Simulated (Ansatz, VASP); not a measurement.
AlNi3: VASP beside Ansatz

```
Ni Al
1.0
     3.56942    0.00000    0.00000
     0.00000    3.56942    0.00000
     0.00000    0.00000    3.56942
Ni Al
3 1
Direct
  0.50000 0.50000 0.00000
  0.50000 0.00000 0.50000
  0.00000 0.50000 0.50000
  0.00000 0.00000 0.00000
```

Alike in both runs: task single point; functional LDA; k mesh 8 × 8 × 8; occupations fermi-dirac, width 0.05 eV; collinear spin.

|  | VASP | Ansatz |
| --- | --- | --- |
| version | VASP 6.6.1 | Ansatz 0.2.0 |
| potentials or method | VASP PAW LDA potentials, release 64 (Ni, Al) | Ansatz PAW |
| plane-wave cutoff (eV) | 520 | 420 |
| valence electrons in the cell | 33 | 57 |

```tsv
	VASP	Ansatz	Ansatz less VASP
gap on the k mesh at the Fermi level (eV)	none	none	-
pressure (GPa)	-13.8	-14.1	-0.30
net moment per atom (μB)	0.11	0.14	+0.025
size of the moment on the site where the two differ most (μB)	0.16	0.20	+0.042
```

LDA's correlation is that of Perdew and Zunger in VASP and of Perdew and Wang (1992) in Ansatz. Site moments also hang on the region over which each program counts them. A gap of «none» marks a metal or a gap that the smearing closes. VASP's potentials hold 33 valence electrons a cell and Ansatz's 57, so a difference there can come from the potentials and not from the codes.
